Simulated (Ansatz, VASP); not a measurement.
# One calculation of MgS, two programs

```
CELL_PARAMETERS angstrom
0.00000 2.83312 2.83312
2.83312 0.00000 2.83312
2.83312 2.83312 0.00000
ATOMIC_POSITIONS crystal
S 0.25000 0.25000 0.25000
Mg 0.00000 0.00000 0.00000
```

Alike in both runs: task single point; functional HSE06; k mesh 6 × 6 × 6; occupations fermi-dirac, width 0.05 eV; no spin polarisation.

|  | VASP | Ansatz |
| --- | --- | --- |
| version | VASP 6.6.1 | Ansatz 0.2.0 |
| potentials or method | VASP PAW PBE potentials, release 64 (S, Mg), cutoff 520 eV | all-electron PAW datasets made for the crystal |

```csv
,VASP,Ansatz,Ansatz less VASP
gap on the k mesh at the Fermi level (eV),4.50,4.51,+0.013
least direct gap on the mesh (eV),4.50,4.51,+0.013
pressure (GPa),-0.3,-0.1,+0.17
```

Ansatz ran all-electron here, and VASP with PAW potentials.
